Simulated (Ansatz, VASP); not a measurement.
**ZnS: VASP beside Ansatz**

```
CELL_PARAMETERS angstrom
3.81100 0.00000 0.00000
-1.90550 3.30042 0.00000
0.00000 0.00000 6.23400
ATOMIC_POSITIONS crystal
Zn 0.33333 0.66667 0.00000
Zn 0.66667 0.33333 0.50000
S 0.28788 0.57577 0.38500
S 0.66667 0.33333 0.88500
```

Alike in both runs: task single point; functional r2SCAN; k mesh 6 × 6 × 4; occupations gaussian, width 0.05 eV; no spin polarisation.

|  | VASP | Ansatz |
| --- | --- | --- |
| version | VASP 6.6.1 | Ansatz 0.2.0 |
| potentials or method | VASP PAW PBE potentials, release 64 (Zn, S), cutoff 520 eV | scalar-relativistic, plane waves, PAW |
| valence electrons in the cell | 36 | 36 |

VASP gave:

| Quantity | Value |
| --- | --- |
| gap on the k mesh at the Fermi level (eV) | 2.78 |
| least direct gap on the mesh (eV) | 2.78 |
| pressure (GPa) | 1.6 |
| traceless stress, the component that is largest in VASP (GPa) | 4.83 |
| rms of the force components (eV/Å) | 0.627 |

Which values does Ansatz return?

gap on the k mesh at the Fermi level (eV): 2.77; least direct gap on the mesh (eV): 2.77; pressure (GPa): 1.5; traceless stress, the component that is largest in VASP (GPa): 4.78; rms of the force components (eV/Å): 0.622.

VASP's potentials were made for PBE, not for r2SCAN. Atom by atom the forces differ by 0.005 eV/Å (rms over components).
